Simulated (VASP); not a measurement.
# Tl (P6_3/mmc) in VASP: notebook, part 2 of 2

VASP 6.6.1. Earlier steps stand in the parts before.

## (3) Single point, PBE+D3(BJ) (31.39 Å³/atom)

This run uses another cell than the first one, of 31.39 Å³/atom.

The input, INCAR:

```
ALGO = Fast
EDIFF = 1E-6
ENCUT = 520
GGA = PE
ISIF = 2
ISMEAR = 0
IVDW = 12
LASPH = T
LCHARG = F
LREAL = F
LWAVE = F
NBANDS = 20
NELM = 80
PREC = Accurate
SIGMA = 0.1
```

The input, KPOINTS:

```
k-points
0
Gamma
  15 15 8
```

The input, POSCAR:

```
Tl
1.0
    3.6038828679      0.0000000000      0.0000000000
   -1.8019414340      3.1210541159      0.0000000000
    0.0000000000      0.0000000000      5.5807303886
Tl
2
Direct
    0.3333333333      0.6666666667      0.2500000000
    0.6666666667      0.3333333333      0.7500000000
```

Potentials or basis: VASP PAW PBE potentials, release 64 (Tl_d).

Run with:

```console
cat potpaw_PBE.64/Tl_d/POTCAR > POTCAR
mpirun -np 1 vasp_std > vasp.out
```

OUTCAR:

```text
EDIFF = 1E-6
   ENCUT = 520
   GGA = PE
   ISIF = 2
   ISMEAR = 0
   IVDW = 12
   LASPH = T
   LREAL = F
   NELM = 80
   PREC = Accurate
 IVDW          = 12

 ion  position               nearest neighbor table
   1  0.333  0.667  0.250-   2 3.48   2 3.48   2 3.48   2 3.48   2 3.48   2 3.48
   2  0.667  0.333  0.750-   1 3.48   1 3.48   1 3.48   1 3.48   1 3.48   1 3.48

  LATTYP: Found a hexagonal cell.
 ALAT       =     3.6038828679
 C/A-ratio  =     1.5485326780

  Lattice vectors:

 A1 = (   3.6038828679,   0.0000000000,   0.0000000000)
 A2 = (  -1.8019414340,   3.1210541159,   0.0000000000)
 A3 = (   0.0000000000,   0.0000000000,   5.5807303886)

Analysis of symmetry for initial positions (statically):
=====================================================================
 Subroutine PRICEL returns:
 Original cell was already a primitive cell.

 Routine SETGRP: Setting up the symmetry group for a
 hexagonal supercell.

 Subroutine GETGRP returns: Found 24 space group operations
 (whereof 12 operations were pure point group operations)
 out of a pool of 24 trial point group operations.

The static configuration has the point symmetry D_3d.
 The point group associated with its full space group is D_6h.

Analysis of symmetry for dynamics (positions and initial velocities):
=====================================================================
 Subroutine PRICEL returns:
 Original cell was already a primitive cell.

 Routine SETGRP: Setting up the symmetry group for a
 hexagonal supercell.

 Subroutine GETGRP returns: Found 24 space group operations
 (whereof 12 operations were pure point group operations)
 out of a pool of 24 trial point group operations.

The dynamic configuration has the point symmetry D_3d.
 The point group associated with its full space group is D_6h.

 Subroutine INISYM returns: Found 24 space group operations
 (whereof 12 operations are pure point group operations),
 and found     1 'primitive' translations

----------------------------------------------------------------------------------------

                                     Primitive cell

  volume of cell :      62.7716

  direct lattice vectors                    reciprocal lattice vectors
     3.603882868  0.000000000  0.000000000     0.277478497  0.160202285  0.000000000
    -1.801941434  3.121054116  0.000000000     0.000000000  0.320404569  0.000000000
     0.000000000  0.000000000  5.580730389     0.000000000  0.000000000  0.179188015

  length of vectors
     3.603882868  3.603882868  5.580730389     0.320404569  0.320404569  0.179188015

  position of ions in fractional coordinates (direct lattice)
     0.333333333  0.666666667  0.250000000
     0.666666667  0.333333333  0.750000000

  ion indices of the primitive-cell ions
   primitive index   ion index
                 1           1
                 2           2

----------------------------------------------------------------------------------------

 KPOINTS: k-points

Automatic generation of k-mesh.
 Grid dimensions read from file:
 generate k-points for:   15   15    8

 Generating k-lattice:

  Cartesian coordinates                     Fractional coordinates (reciprocal lattice)
     0.018498566  0.010680152  0.000000000     0.066666667  0.000000000  0.000000000
     0.000000000  0.021360305  0.000000000     0.000000000  0.066666667  0.000000000
     0.000000000  0.000000000  0.022398502     0.000000000  0.000000000  0.125000000

  Length of vectors
     0.021360305  0.021360305  0.022398502

  Shift w.r.t. Gamma in fractional coordinates (k-lattice)
     0.000000000  0.000000000  0.000000000

 Subroutine IBZKPT returns following result:
 ===========================================

 Found    135 irreducible k-points:

 Following reciprocal coordinates:
            Coordinates               Weight
  0.000000  0.000000  0.000000      1.000000
  0.066667  0.000000  0.000000      6.000000
  0.133333  0.000000  0.000000      6.000000
  0.200000  0.000000  0.000000      6.000000
  0.266667  0.000000  0.000000      6.000000
  0.333333  0.000000  0.000000      6.000000
[... 16 lines left out ...]
  0.333333  0.200000  0.000000     12.000000
  0.400000  0.200000  0.000000      6.000000
 [... further k-points ...]
   k-points           NKPTS =    135   k-points in BZ     NKDIM =    135   number of bands    NBANDS=     20
   number of dos      NEDOS =    301   number of ions     NIONS =      2
   total plane-waves  NPLWV =  32928
   dimension x,y,z NGX =    28 NGY =   28 NGZ =   42
   dimension x,y,z NGXF=    56 NGYF=   56 NGZF=   84
   ions per type =               2
   NGX,Y,Z   is equivalent  to a cutoff of  12.92, 12.92, 12.51 a.u.
   NGXF,Y,Z  is equivalent  to a cutoff of  25.83, 25.83, 25.02 a.u.
 SYSTEM =  unknown system
   PREC   = accura    normal or accurate (medium, high low for compatibility)
   ISTART =      0    job   : 0-new  1-cont  2-samecut
   ICHARG =      2    charge: 1-file 2-atom 10-const
   ISPIN  =      1    spin polarized calculation?
   LNONCOLLINEAR =      F non collinear calculations
   LSORBIT =      F    spin-orbit coupling
   LASPH  =      T    aspherical Exc in radial PAW
   ENCUT  =  520.0 eV  38.22 Ry    6.18 a.u.   6.70  6.70 10.38*2*pi/ulx,y,z
   NELM   =     80;   NELMIN=  2; NELMDL= -5     # of ELM steps
   EDIFF  = 0.1E-05   stopping-criterion for ELM
   LREAL  =      F    real-space projection
   EDIFFG = 0.1E-04   stopping-criterion for IOM
   NSW    =      0    number of steps for IOM
   IBRION =     -1    ionic relax: 0-MD 1-quasi-New 2-CG
   NFREE  =      0    steps in history (QN), initial steepest desc. (CG)
   ISIF   =      2    stress and relaxation
   ISYM   =      2    0-nonsym 1-usesym 2-fastsym
   POTIM  = 0.5000    time-step for ionic-motion
   TEBEG  =    0.0;   TEEND  =   0.0 temperature during run
   PSTRESS=    0.0 pullay stress
   NELECT =      26.0000    total number of electrons
   NUPDOWN=      -1.0000    fix difference up-down
   EMIN   =  10.00;   EMAX   =-10.00  energy-range for DOS
   EFERMI =   0.00;   METHOD = LEGACY
   ISMEAR =     0;   SIGMA  =   0.10  broadening in eV -4-tet -1-fermi 0-gaus
   EFERMI_NEDOS =   21; number of points for ismear=-14 and -15
   IALGO  =     68    algorithm
   IMIX   =      4    mixing-type and parameters
     AMIX     =   0.40;   BMIX     =  1.00
     AMIX_MAG =   1.60;   BMIX_MAG =  1.00
  volume/ion in A,a.u.               =      31.39       211.80
  Fermi-wavevector in a.u.,A,eV,Ry     =   1.220333  2.306095 20.261961  1.489212
  Thomas-Fermi vector in A             =   2.355554
   LORBIT       =      0    0 simple, 1 ext, 2 COOP (PROOUT), +10 PAW based schemes
   GGA     = PE    functional components
   LHFCALC =     F    Hartree Fock is set to
   AEXX    =    0.0000 exact exchange contribution
   IVDW    =    12    specifies the selected vdW correction
   LEPSILON=     F    determine dielectric tensor
   LRPA    =     F    only Hartree local field effects (RPA)
 non-spin polarized calculation
 RMM-DIIS sequential band-by-band and
 Gauss-broadening in eV      SIGMA  =   0.10
  energy-cutoff  :      520.00
  volume of cell :       62.77
 maximum number of plane-waves:      1725
 NGX is ok and might be reduce to    28
   NGX = 13   NGY = 13   NGZ = 21

 number of electron      26.0000007 magnetization

 Free energy of the ion-electron system (eV)
  ---------------------------------------------------
  ext. energy  EPLUGINS =         0.00000000
  ---------------------------------------------------
  free energy    TOTEN  =        -4.45448699 eV

  energy without entropy =       -4.45082081  energy(sigma->0) =       -4.45265390

 E-fermi :   5.6587     XC(G=0):  -9.7316

 val. band max:        5.6491682607   @ k =   0.0667   0.0667   0.2500
 cond. band min:       5.6682993204   @ k =   0.2667   0.1333   0.0000
 fundamental gap:      0.0191310597
 Fermi energy:         5.6587311062

 k-point     1 :       0.0000    0.0000    0.0000
  band No.  band energies     occupation
      1      -5.9904      2.00000
      2      -5.8152      2.00000
      3      -5.8152      2.00000
      4      -5.8084      2.00000
      5      -5.7702      2.00000
      6      -5.7702      2.00000
[... 12 lines left out ...]
     19      15.5576      0.00000
[... 513 lines left out ...]
      4      -5.8277      2.00000
      5      -5.7039      2.00000
      6      -5.6458      2.00000
[... 12 lines left out ...]
     19      12.8762      0.00000
     20      16.6443      0.00000

 [... further k-points ...]

------------------------ aborting loop because EDIFF is reached ----------------------------------------

 Edisp (eV)   -0.62263

 E8    (eV) :    -0.3254

  FORCE on cell =-STRESS in cart. coord.  units (eV):
  Direction    XX          YY          ZZ          XY          YZ          ZX
  --------------------------------------------------------------------------------------
  -------------------------------------------------------------------------------------
  Total      -0.64248    -0.64248    -0.68107     0.00000     0.00000     0.00000
  in kB     -16.39850   -16.39850   -17.38366     0.00000     0.00000     0.00000
  external pressure =      -16.73 kB  Pullay stress =        0.00 kB

 VOLUME and BASIS-vectors are now :
 -----------------------------------------------------------------------------
  energy-cutoff  :      520.00
  volume of cell :       62.77
      direct lattice vectors                 reciprocal lattice vectors
     3.603882868  0.000000000  0.000000000     0.277478497  0.160202285  0.000000000
    -1.801941434  3.121054116  0.000000000     0.000000000  0.320404569  0.000000000
     0.000000000  0.000000000  5.580730389     0.000000000  0.000000000  0.179188015

 POSITION                                       TOTAL-FORCE (eV/Angst)
 -----------------------------------------------------------------------------------
     -0.00000      2.08070      1.39518        -0.000000      0.000000      0.000000
      1.80194      1.04035      4.18555         0.000000      0.000000      0.000000
 -----------------------------------------------------------------------------------
    total drift:                               -0.000000      0.000000      0.000000

  FREE ENERGIE OF THE ION-ELECTRON SYSTEM (eV)
  ---------------------------------------------------
  free  energy   TOTEN  =        -5.0771161339 eV

  energy  without entropy=       -5.0734499512  energy(sigma->0) =       -5.07528304
```

Run time: 1.8 min. Hardware: 1 thread of Intel Xeon Platinum 8375C at 2.90GHz (Ice Lake), shared host; peak memory 0.28 GiB.

What came out:

- Free energy: -5.0771 eV
- Pressure: -1.7 GPa
- Band gap on the k mesh: zero (bands 13 and 14 overlap by 5.40 eV)
- Dispersion energy per atom: -0.311 eV

Stress tensor (GPa, compression positive):
```
-1.64  0.00  0.00
 0.00 -1.64  0.00
 0.00  0.00 -1.74
```

Caveat: spin-orbit coupling is left out, which moves the levels of the heavy elements.
